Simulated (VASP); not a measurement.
Here is a VASP 6.6.1 calculation.

The input INCAR:

```
SYSTEM = C
ALGO = Normal ; EDIFF = 1E-6
ENCUT = 600 ; GGA = PE
GGA_COMPAT = .FALSE. ; ISIF = 2
ISMEAR = 0 ; LASPH = .TRUE.
LCHARG = .FALSE. ; LREAL = .FALSE.
LWAVE = .FALSE. ; NBANDS = 11
NELM = 120 ; PREC = Accurate
SIGMA = 0.01
```

File KPOINTS:

```
k-points
0
G
  5 5 5
  0 0 0
```

File POSCAR:

```
C
1.0
    0.0000000000      1.7835000000      1.7835000000
    1.7835000000      0.0000000000      1.7835000000
    1.7835000000      1.7835000000      0.0000000000
C
2
Direct
    0.0000000000      0.0000000000      0.0000000000
    0.2500000000      0.2500000000      0.2500000000
```

Potentials or basis: VASP PAW PBE potentials, release 64 (C).

Command:

```sh
$ cat potpaw_PBE.64/C/POTCAR > POTCAR
$ mpirun -np 1 vasp_std > vasp.out
```

Question: What does it give for the band gap on the k mesh?

Answer: 4.16 eV, indirect (least direct gap 5.59 eV).

Question: Estimate the pressure.

Answer: 2.0 GPa.

Caveat: the k points lie up to 0.61 Å⁻¹ apart. A k mesh can miss the band edges.
